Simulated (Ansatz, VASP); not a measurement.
# GaN: VASP beside Ansatz

```
Ga N
1.0
     0.00000    2.13524    2.10321
     2.13524    0.00000    2.10321
     2.13524    2.13524    0.00000
Ga N
1 1
Cartesian
  0.0000 0.0000 0.0000
  2.1352 2.1352 2.1032
```

Change from the starting cell: strain +0.000 along x and y, -0.015 along z, atoms carried along.

Alike in both runs: task single point; functional LDA; k mesh 14 × 14 × 14; occupations gaussian, width 0.03 eV; no spin polarisation.

|  | VASP | Ansatz |
| --- | --- | --- |
| version | VASP 6.6.1 | Ansatz 0.2.0 |
| potentials or method | VASP PAW LDA potentials, release 64 (Ga_d, N), cutoff 520 eV | scalar-relativistic, plane waves, PAW |
| valence electrons in the cell | 18 | 18 |

Ansatz gave:

```
gap on the k mesh at the Fermi level (eV)                     : 0.19
least direct gap on the mesh (eV)                             : 2.56
pressure (GPa)                                                : -10.7
traceless stress, the component that is largest in VASP (GPa) : 1.45
```

Question: Estimate VASP's values.

Answer: gap on the k mesh at the Fermi level (eV): 0.21; least direct gap on the mesh (eV): 2.59; pressure (GPa): -9.5; traceless stress, the component that is largest in VASP (GPa): 1.54.

LDA's correlation is that of Perdew and Zunger in VASP and of Perdew and Wang (1992) in Ansatz.
